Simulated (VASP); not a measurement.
SiC, 2 atoms in the cell. The structure is cubic, space group F-43m (No. 216). The conventional cell has a = 4.357 Å, b = 4.357 Å, c = 4.357 Å, α = 90.00°, β = 90.00°, γ = 90.00°. Within 2.5 Å of Si (site symmetry -43m) lie 4 C at 1.89 Å. Within 2.5 Å of C (site symmetry -43m) lie 4 Si at 1.89 Å. 

```yaml
Program: VASP 6.6.1
Task: vibrations by perturbation theory
Functional: LDA
Potentials_or_basis: VASP PAW LDA potentials, release 64 (Si, C)
Cutoff: 520 eV
k_mesh: 10 × 10 × 10
Occupations: gaussian, width 0.01 eV
Spin: no spin polarisation
Dipole_correction: no
Further_INCAR_settings: ALGO = Normal; EDIFF = 1e-08; NBANDS = 11; IBRION = 8; NSW = 1
```

Potentials or basis: VASP PAW LDA potentials, release 64 (Si, C).

Command:

```console
$ cat potpaw_LDA.64/Si/POTCAR potpaw_LDA.64/C/POTCAR > POTCAR
$ mpirun -np 1 vasp_std > vasp.out
```

Hardware: 1 thread of Intel Xeon 8259CL, with other jobs on the host.

Question: How long does it take, and how much memory?

Answer: Run time: 2.5 min on 1 thread of Intel Xeon 8259CL, on a shared host, peak memory 0.21 GiB. Counts: scf iterations 114, k points 47.
